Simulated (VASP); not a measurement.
The system is LiB7.

```
Li B
1.0
     2.95515    0.00000    0.00000
    -1.47758    2.55924    0.00000
     0.00000    0.00000    7.59569
Li B
1 7
Direct
  0.66667 0.33333 0.50000
  0.00000 0.00000 0.73415
  0.00000 0.00000 0.00000
  0.00000 0.00000 0.26585
  0.33333 0.66667 0.70471
  0.33333 0.66667 0.29529
  0.66667 0.33333 0.89325
  0.66667 0.33333 0.10675
```

```yaml
Program: VASP 6.6.1
Task: relaxation of cell and atoms
Functional: PBE
Potentials_or_basis: VASP PAW PBE potentials, release 64 (Li_sv, B)
Cutoff: 600 eV
k_mesh: 12 × 12 × 6
Occupations: gaussian, width 0.1 eV
Spin: no spin polarisation
```

At the start: pressure 0.1 GPa; volume 7.18 Å³/atom.

Where does the relaxation end?

Over 15 steps the energy falls by 2.2 meV/atom and the volume is 7.30 Å³/atom (+1.7 %); space group P-6m2 (No. 187, to 0.05 Å).

The path:
```tsv
step	energy change (eV)	largest force (eV/Å)	pressure (GPa)	volume (Å³)
1	0.0000	0.1007	0.09	57.45
2	-0.0097	0.1544	0.57	57.48
3	-0.0104	0.1812	0.75	57.49
4	-0.0126	0.1179	0.42	57.80
5	-0.0127	0.1089	0.47	57.75
6	-0.0142	0.1011	-0.31	58.05
7	-0.0144	0.0971	-0.73	58.23
8	-0.0157	0.0714	-0.55	58.26
9	-0.0173	0.0217	-0.10	58.33
10	-0.0175	0.0204	0.08	58.35
11	-0.0175	0.0202	0.10	58.36
12	-0.0175	0.0179	0.00	58.40
13	-0.0175	0.0200	-0.01	58.40
14	-0.0176	0.0101	-0.04	58.43
15	-0.0176	0.0074	-0.05	58.44
```

Final structure:
```cif
data_structure
_symmetry_space_group_name_H-M 'P 1'
_symmetry_Int_Tables_number 1
_cell_length_a 2.9437
_cell_length_b 2.9437
_cell_length_c 7.7870
_cell_angle_alpha 90.000
_cell_angle_beta 90.000
_cell_angle_gamma 120.000
_cell_volume 58.44
loop_
_atom_site_label
_atom_site_type_symbol
_atom_site_fract_x
_atom_site_fract_y
_atom_site_fract_z
_atom_site_occupancy
Li1 Li 0.66667 0.33333 0.50000 1
B1 B 0.00000 0.00000 0.73561 1
B2 B 0.00000 0.00000 0.00000 1
B3 B 0.00000 0.00000 0.26439 1
B4 B 0.33333 0.66667 0.70902 1
B5 B 0.33333 0.66667 0.29098 1
B6 B 0.66667 0.33333 0.89595 1
B7 B 0.66667 0.33333 0.10405 1
```

Caveat: the cutoff is under 1.25 times the usual one of these potentials, so pressure, stress and relaxed cells hold a basis-set (Pulay) error.
